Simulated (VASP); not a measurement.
Input of a VASP 6.6.1 run:

Contents of INCAR:

```
SYSTEM = Ge3Se5
PREC = Accurate
ENCUT = 520
EDIFF = 1E-6
ISMEAR = 0
SIGMA = 0.1
LREAL = .FALSE.
LASPH = .TRUE.
NELM = 100
ALGO = Normal
ISIF = 2
LWAVE = .FALSE.
LCHARG = .TRUE.
GGA = PE
LELF = .TRUE.
LVHAR = .TRUE.
NBANDS = 46
```

The input KPOINTS:

```
regular mesh
0
G
  4 4 4
  0 0 0
```

File POSCAR:

```
Ge3Se5
1.0
   -3.4599893682      3.4599893682      3.4599893682
    3.4599893682     -3.4599893682      3.4599893682
    3.4599893682      3.4599893682     -3.4599893682
Ge Se
3 5
Direct
    0.0000000000      0.5000000000      0.5000000000
    0.5000000000      0.5000000000      0.0000000000
    0.5000000000      0.0000000000      0.5000000000
    0.0000000000      0.0000000000      0.0000000000
    0.0000000000      0.0000000000      0.5000000000
    0.0000000000      0.5000000000      0.0000000000
    0.5000000000      0.0000000000      0.0000000000
    0.5000000000      0.5000000000      0.5000000000
```

Potentials or basis: VASP PAW PBE potentials, release 64 (Ge_d, Se).

Run with:

```sh
$ cat potpaw_PBE.64/Ge_d/POTCAR potpaw_PBE.64/Se/POTCAR > POTCAR
$ mpirun -np 1 vasp_std > vasp.out
```

(1) Estimate the band gap on the k mesh.

(2) Predict the pressure.

Results:

(1) zero (band 36 reaches 7.08 eV, above the bottom of band 37 at 5.01 eV).

(2) 0.1 GPa.
